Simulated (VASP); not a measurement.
# ZrS2 (P-3m1) in VASP: further runs

ZrS2 is run at these levels: PBE+D3(BJ); tasks: single point.

Everything below comes from runs of VASP 6.6.1. Logs are shortened: lines on timing, memory, paths and dates and some standing lists are left out, and cuts for length are marked.

### Step 1. The cell of the first run

The structure is trigonal, space group P-3m1 (No. 164). The conventional cell has a = 3.691 Å, b = 3.691 Å, c = 6.041 Å, α = 90.00°, β = 90.00°, γ = 120.00°. Within 3.4 Å of Zr (site symmetry -3m) lie 6 S at 2.57 Å. S (site symmetry 3m) has 3 Zr at 2.57 Å within 3.4 Å.

### Step 2. Single point, PBE+D3(BJ)

The input, INCAR:

```
ALGO = Normal
EDIFF = 1E-6
ENCUT = 500
GGA = PE
GGA_COMPAT = F
ISIF = 2
ISMEAR = 0
IVDW = 12
LASPH = T
LCHARG = F
LREAL = F
LWAVE = F
NBANDS = 19
NELM = 120
PREC = Accurate
SIGMA = 0.1
```

The input, KPOINTS:

```
k-points
0
Gamma
  6 6 4
```

The input, POSCAR:

```
ZrS2
1.0
    3.6913826500      0.0000000000      0.0000000000
   -1.8456913200      3.1968309900      0.0000000000
    0.0000000000      0.0000000000      6.0410771400
Zr S
1 2
Direct
    0.0000000000      0.0000000000      0.0000000000
    0.6666666900      0.3333333400      0.7620900300
    0.3333333400      0.6666666900      0.2379099700
```

Potentials or basis: VASP PAW PBE potentials, release 64 (Zr_sv, S).

The run is started by

```sh
$ cat potpaw_PBE.64/Zr_sv/POTCAR potpaw_PBE.64/S/POTCAR > POTCAR
$ mpirun -np 1 vasp_std > vasp.out
```

OUTCAR:

```text
EDIFF = 1E-6
   ENCUT = 500
   GGA = PE
   ISIF = 2
   ISMEAR = 0
   IVDW = 12
   LASPH = T
   LREAL = F
   NELM = 120
   PREC = Accurate
 IVDW          = 12

 ion  position               nearest neighbor table
   1  0.000  0.000  0.000-   2 2.57   2 2.57   3 2.57   3 2.57   3 2.57   2 2.57
   2  0.667  0.333  0.762-   1 2.57   1 2.57   1 2.57
   3  0.333  0.667  0.238-   1 2.57   1 2.57   1 2.57

  LATTYP: Found a hexagonal cell.
 ALAT       =     3.6913826500
 C/A-ratio  =     1.6365350636

  Lattice vectors:

 A1 = (   3.6913826500,   0.0000000000,   0.0000000000)
 A2 = (  -1.8456913200,   3.1968309900,   0.0000000000)
 A3 = (   0.0000000000,   0.0000000000,   6.0410771400)

Analysis of symmetry for initial positions (statically):
=====================================================================
 Subroutine PRICEL returns:
 Original cell was already a primitive cell.

 Routine SETGRP: Setting up the symmetry group for a
 hexagonal supercell.

 Subroutine GETGRP returns: Found 12 space group operations
 (whereof 12 operations were pure point group operations)
 out of a pool of 24 trial point group operations.

The static configuration has the point symmetry D_3d.

Analysis of symmetry for dynamics (positions and initial velocities):
=====================================================================
 Subroutine PRICEL returns:
 Original cell was already a primitive cell.

 Routine SETGRP: Setting up the symmetry group for a
 hexagonal supercell.

 Subroutine GETGRP returns: Found 12 space group operations
 (whereof 12 operations were pure point group operations)
 out of a pool of 24 trial point group operations.

The dynamic configuration has the point symmetry D_3d.

 Subroutine INISYM returns: Found 12 space group operations
 (whereof 12 operations are pure point group operations),
 and found     1 'primitive' translations

----------------------------------------------------------------------------------------

                                     Primitive cell

  volume of cell :      71.2891

  direct lattice vectors                    reciprocal lattice vectors
     3.691382650  0.000000000  0.000000000     0.270901203  0.156404890  0.000000000
    -1.845691320  3.196830990  0.000000000     0.000000000  0.312809780  0.000000000
     0.000000000  0.000000000  6.041077140     0.000000000  0.000000000  0.165533394

  length of vectors
     3.691382650  3.691382509  6.041077140     0.312809768  0.312809780  0.165533394

  position of ions in fractional coordinates (direct lattice)
     0.000000000  0.000000000  0.000000000
     0.666666690  0.333333340  0.762090030
     0.333333340  0.666666690  0.237909970

  ion indices of the primitive-cell ions
   primitive index   ion index
                 1           1
                 2           2
                 3           3

----------------------------------------------------------------------------------------

 KPOINTS: k-points

Automatic generation of k-mesh.
 Grid dimensions read from file:
 generate k-points for:    6    6    4

 Generating k-lattice:

  Cartesian coordinates                     Fractional coordinates (reciprocal lattice)
     0.045150200  0.026067482  0.000000000     0.166666667  0.000000000  0.000000000
     0.000000000  0.052134963  0.000000000     0.000000000  0.166666667  0.000000000
     0.000000000  0.000000000  0.041383348     0.000000000  0.000000000  0.250000000

  Length of vectors
     0.052134961  0.052134963  0.041383348

  Shift w.r.t. Gamma in fractional coordinates (k-lattice)
     0.000000000  0.000000000  0.000000000

 Subroutine IBZKPT returns following result:
 ===========================================

 Found     24 irreducible k-points:

 Following reciprocal coordinates:
            Coordinates               Weight
  0.000000  0.000000  0.000000      1.000000
  0.166667  0.000000  0.000000      6.000000
  0.333333 -0.000000  0.000000      6.000000
  0.500000  0.000000  0.000000      3.000000
  0.166667  0.166667  0.000000      6.000000
  0.333333  0.166667  0.000000     12.000000
[... 16 lines left out ...]
  0.333333  0.166667  0.500000     12.000000
  0.333333  0.333333  0.500000      2.000000
   k-points           NKPTS =     24   k-points in BZ     NKDIM =     24   number of bands    NBANDS=     19
   number of dos      NEDOS =    301   number of ions     NIONS =      3
   total plane-waves  NPLWV =  37632
   dimension x,y,z NGX =    28 NGY =   28 NGZ =   48
   dimension x,y,z NGXF=    56 NGYF=   56 NGZF=   96
   ions per type =               1   2
   NGX,Y,Z   is equivalent  to a cutoff of  12.61, 12.61, 13.21 a.u.
   NGXF,Y,Z  is equivalent  to a cutoff of  25.22, 25.22, 26.42 a.u.
 SYSTEM =  unknown system
   PREC   = accura    normal or accurate (medium, high low for compatibility)
   ISTART =      0    job   : 0-new  1-cont  2-samecut
   ICHARG =      2    charge: 1-file 2-atom 10-const
   ISPIN  =      1    spin polarized calculation?
   LNONCOLLINEAR =      F non collinear calculations
   LSORBIT =      F    spin-orbit coupling
   LASPH  =      T    aspherical Exc in radial PAW
   ENCUT  =  500.0 eV  36.75 Ry    6.06 a.u.   6.73  6.73 11.01*2*pi/ulx,y,z
   NELM   =    120;   NELMIN=  2; NELMDL= -5     # of ELM steps
   EDIFF  = 0.1E-05   stopping-criterion for ELM
   LREAL  =      F    real-space projection
   EDIFFG = 0.1E-04   stopping-criterion for IOM
   NSW    =      0    number of steps for IOM
   IBRION =     -1    ionic relax: 0-MD 1-quasi-New 2-CG
   NFREE  =      0    steps in history (QN), initial steepest desc. (CG)
   ISIF   =      2    stress and relaxation
   ISYM   =      2    0-nonsym 1-usesym 2-fastsym
   POTIM  = 0.5000    time-step for ionic-motion
   TEBEG  =    0.0;   TEEND  =   0.0 temperature during run
   PSTRESS=    0.0 pullay stress
   NELECT =      24.0000    total number of electrons
   NUPDOWN=      -1.0000    fix difference up-down
   EMIN   =  10.00;   EMAX   =-10.00  energy-range for DOS
   EFERMI =   0.00;   METHOD = LEGACY
   ISMEAR =     0;   SIGMA  =   0.10  broadening in eV -4-tet -1-fermi 0-gaus
   EFERMI_NEDOS =   21; number of points for ismear=-14 and -15
   IALGO  =     38    algorithm
   IMIX   =      4    mixing-type and parameters
     AMIX     =   0.40;   BMIX     =  1.00
     AMIX_MAG =   1.60;   BMIX_MAG =  1.00
  volume/ion in A,a.u.               =      23.76       160.36
  Fermi-wavevector in a.u.,A,eV,Ry     =   1.138861  2.152136 17.646828  1.297005
  Thomas-Fermi vector in A             =   2.275565
   LORBIT       =      0    0 simple, 1 ext, 2 COOP (PROOUT), +10 PAW based schemes
   GGA     = PE    functional components
   LHFCALC =     F    Hartree Fock is set to
   AEXX    =    0.0000 exact exchange contribution
   IVDW    =    12    specifies the selected vdW correction
   LEPSILON=     F    determine dielectric tensor
   LRPA    =     F    only Hartree local field effects (RPA)
 non-spin polarized calculation
 Gauss-broadening in eV      SIGMA  =   0.10
  energy-cutoff  :      500.00
  volume of cell :       71.29
 maximum number of plane-waves:      1834
 NGX is ok and might be reduce to    28
   NGX = 13   NGY = 13   NGZ = 23

 number of electron      23.9999999 magnetization

 Free energy of the ion-electron system (eV)
  ---------------------------------------------------
  ext. energy  EPLUGINS =         0.00000000
  ---------------------------------------------------
  free energy    TOTEN  =       -21.41730991 eV

  energy without entropy =      -21.41730991  energy(sigma->0) =      -21.41730991

 E-fermi :   4.5199     XC(G=0):  -9.3226

 val. band max:        4.0703173401   @ k =   0.0000   0.0000   0.0000
 cond. band min:       5.1449710510   @ k =   0.5000   0.0000   0.5000
 fundamental gap:      1.0746537108
 Fermi energy:         4.5199202951

 k-point     1 :       0.0000    0.0000    0.0000
  band No.  band energies     occupation
      1     -44.8726      2.00000
      2     -22.9312      2.00000
      3     -22.7798      2.00000
      4     -22.7798      2.00000
      5      -8.4430      2.00000
      6      -7.0514      2.00000
[... 11 lines left out ...]
     18       9.8953      0.00000
     19      10.0227      0.00000

 k-point     2 :       0.1667    0.0000    0.0000
  band No.  band energies     occupation
      1     -44.8683      2.00000
      2     -22.9179      2.00000
      3     -22.8423      2.00000
      4     -22.7932      2.00000
      5      -8.1772      2.00000
      6      -7.1166      2.00000
[... 11 lines left out ...]
     18      10.9541      0.00000
     19      11.5716      0.00000

 k-point     3 :       0.3333   -0.0000    0.0000
  band No.  band energies     occupation
      1     -44.8596      2.00000
      2     -22.9654      2.00000
      3     -22.8902      2.00000
      4     -22.8200      2.00000
      5      -7.6355      2.00000
      6      -7.1959      2.00000
[... 11 lines left out ...]
     18      11.5840      0.00000
     19      12.3392      0.00000

 k-point     4 :       0.5000    0.0000    0.0000
  band No.  band energies     occupation
      1     -44.8552      2.00000
      2     -23.0251      2.00000
      3     -22.8768      2.00000
      4     -22.8333      2.00000
      5      -7.4907      2.00000
      6      -7.0627      2.00000
[... 11 lines left out ...]
     18      10.8399      0.00000
     19      12.0627      0.00000

 k-point     5 :       0.1667    0.1667    0.0000
  band No.  band energies     occupation
      1     -44.8618      2.00000
      2     -22.9225      2.00000
      3     -22.8982      2.00000
      4     -22.8251      2.00000
      5      -7.7517      2.00000
      6      -7.2056      2.00000
[... 11 lines left out ...]
     18      12.3261      0.00000
     19      12.9842      0.00000

 k-point     6 :       0.3333    0.1667    0.0000
  band No.  band energies     occupation
      1     -44.8552      2.00000
      2     -22.9929      2.00000
      3     -22.8782      2.00000
      4     -22.8653      2.00000
      5      -7.3886      2.00000
      6      -7.1716      2.00000
[... 11 lines left out ...]
     18      12.0085      0.00000
     19      12.4208      0.00000

 k-point     7 :       0.3333    0.3333    0.0000
  band No.  band energies     occupation
      1     -44.8531      2.00000
      2     -22.9482      2.00000
      3     -22.9482      2.00000
      4     -22.8709      2.00000
      5      -7.2082      2.00000
      6      -7.2082      2.00000
[... 11 lines left out ...]
     18      11.9863      0.00000
     19      13.8261      0.00000

 k-point     8 :       0.0000    0.0000    0.2500
  band No.  band energies     occupation
      1     -44.8726      2.00000
      2     -22.9314      2.00000
      3     -22.7798      2.00000
      4     -22.7798      2.00000
      5      -8.3596      2.00000
      6      -7.1851      2.00000
[... 256 lines left out ...]
 k-point    20 :       0.3333   -0.0000    0.5000
  band No.  band energies     occupation
      1     -44.8596      2.00000
      2     -22.9654      2.00000
      3     -22.8904      2.00000
      4     -22.8200      2.00000
      5      -7.5773      2.00000
      6      -7.2553      2.00000
[... 11 lines left out ...]
     18      10.9546      0.00000
     19      11.8536      0.00000

 k-point    21 :       0.5000    0.0000    0.5000
  band No.  band energies     occupation
      1     -44.8552      2.00000
      2     -23.0250      2.00000
      3     -22.8770      2.00000
      4     -22.8333      2.00000
      5      -7.5544      2.00000
      6      -6.9801      2.00000
[... 11 lines left out ...]
     18      10.4949      0.00000
     19      11.3475      0.00000

 k-point    22 :       0.1667    0.1667    0.5000
  band No.  band energies     occupation
      1     -44.8618      2.00000
      2     -22.9224      2.00000
      3     -22.8984      2.00000
      4     -22.8251      2.00000
      5      -7.5981      2.00000
      6      -7.3758      2.00000
[... 11 lines left out ...]
     18      12.5889      0.00000
     19      12.6752      0.00000

 k-point    23 :       0.3333    0.1667    0.5000
  band No.  band energies     occupation
      1     -44.8552      2.00000
      2     -22.9929      2.00000
      3     -22.8784      2.00000
      4     -22.8653      2.00000
      5      -7.4289      2.00000
      6      -7.1248      2.00000
[... 11 lines left out ...]
     18      11.3064      0.00000
     19      12.0722      0.00000

 k-point    24 :       0.3333    0.3333    0.5000
  band No.  band energies     occupation
      1     -44.8531      2.00000
      2     -22.9482      2.00000
      3     -22.9482      2.00000
      4     -22.8710      2.00000
      5      -7.2103      2.00000
      6      -7.2103      2.00000
[... 11 lines left out ...]
     18      12.3889      0.00000
     19      12.7492      0.00000

------------------------ aborting loop because EDIFF is reached ----------------------------------------

 Edisp (eV)   -0.99101

 E8    (eV) :    -0.4197

  FORCE on cell =-STRESS in cart. coord.  units (eV):
  Direction    XX          YY          ZZ          XY          YZ          ZX
  --------------------------------------------------------------------------------------
  -------------------------------------------------------------------------------------
  Total      -0.97592    -0.97592    -0.56135    -0.00000    -0.00000    -0.00000
  in kB     -21.93323   -21.93323   -12.61594    -0.00000    -0.00000    -0.00000
  external pressure =      -18.83 kB  Pullay stress =        0.00 kB

 VOLUME and BASIS-vectors are now :
 -----------------------------------------------------------------------------
  energy-cutoff  :      500.00
  volume of cell :       71.29
      direct lattice vectors                 reciprocal lattice vectors
     3.691382650  0.000000000  0.000000000     0.270901203  0.156404890  0.000000000
    -1.845691320  3.196830990  0.000000000     0.000000000  0.312809780  0.000000000
     0.000000000  0.000000000  6.041077140     0.000000000  0.000000000  0.165533394

 POSITION                                       TOTAL-FORCE (eV/Angst)
 -----------------------------------------------------------------------------------
      0.00000      0.00000      0.00000         0.000000     -0.000000      0.000000
      1.84569      1.06561      4.60384         0.000000     -0.000000     -0.056483
     -0.00000      2.13122      1.43723        -0.000000      0.000000      0.056483
 -----------------------------------------------------------------------------------
    total drift:                               -0.000028     -0.000049     -0.000000

  FREE ENERGIE OF THE ION-ELECTRON SYSTEM (eV)
  ---------------------------------------------------
  free  energy   TOTEN  =       -22.4083163301 eV

  energy  without entropy=      -22.4083163301  energy(sigma->0) =      -22.40831633
```

Run time: 67 s. Hardware: 1 thread of AMD EPYC 7R13, shared host; peak memory 0.17 GiB.

What came out:

```yaml
Free_energy: -22.4083 eV
Pressure: -1.9 GPa
Largest_force: 0.056 eV/Å
Band_gap_on_the_k_mesh: 1.07 eV, indirect (least direct gap 1.64 eV)
Dispersion_energy_per_atom: -0.330 eV
```

Forces on the atoms (eV/Å):
```
Zr   0.000  0.000  0.000
S    0.000  0.000 -0.056
S    0.000  0.000  0.056
```

Stress tensor (GPa, compression positive):
```
-2.19  0.00  0.00
 0.00 -2.19  0.00
 0.00  0.00 -1.26
```

A k mesh can miss the band edges. A hybrid or GW would open this gap; PBE tends to underestimate it.

### Step 3. Single point, PBE+D3(BJ)

This run uses another cell than the first one, of 21.82 Å³/atom, 0.918 times its volume.

The input, INCAR:

```
PREC = Accurate ; ENCUT = 500
EDIFF = 1E-6 ; ISMEAR = 0
SIGMA = 0.02 ; LREAL = F
LASPH = T ; NELM = 120
ALGO = Normal ; ISIF = 2
LWAVE = F ; LCHARG = T
GGA = PE ; IVDW = 12
LELF = T ; LVHAR = T
NBANDS = 19 ; GGA_COMPAT = F
```

The input, KPOINTS:

```
Automatic mesh
0
Gamma
  9 9 6
```

The input, POSCAR:

```
ZrS2
1.0
    3.6351095664     -0.0000000028      0.0000000000
   -1.8175547807      3.1480972314      0.0000000000
    0.0000000000      0.0000000000      5.7204026570
Zr S
1 2
Direct
    0.0000000000      0.0000000000      0.0000000000
    0.6666666667      0.3333333333      0.7447288767
    0.3333333333      0.6666666667      0.2552711233
```

Potentials or basis: VASP PAW PBE potentials, release 64 (Zr_sv, S).

The run is started by

```sh
$ cat potpaw_PBE.64/Zr_sv/POTCAR potpaw_PBE.64/S/POTCAR > POTCAR
$ mpirun -np 1 vasp_std > vasp.out
```

It took 2.8 min on 1 thread of AMD EPYC 7R13, shared host; peak memory 0.2 GiB.

Results (log left out):

```yaml
Free_energy: -22.4566 eV
Pressure: 0.0 GPa
Largest_force: 0.007 eV/Å
Band_gap_on_the_k_mesh: 0.70 eV, indirect (least direct gap 1.42 eV)
Dispersion_energy_per_atom: -0.363 eV
```

Forces in eV/Å, atoms in the order of the input:
```
Zr   0.000  0.000  0.000
S    0.000  0.000 -0.007
S    0.000  0.000  0.007
```

Levels at points of the mesh, in eV from the valence-band top:
```csv
k point,band 9,band 10,band 11,band 12,band 13,band 14,band 15,band 16
"(0.00, 0.00, 0.00)",-2.97,-0.24,-0.24,0.00,1.42,1.42,2.12,4.64
"(0.00, 0.00, 0.50)",-2.91,-2.14,-0.44,-0.44,1.37,1.37,2.52,5.17
```

A k mesh can miss the band edges. PBE gaps usually lie below the measured ones, often by a third to a half.
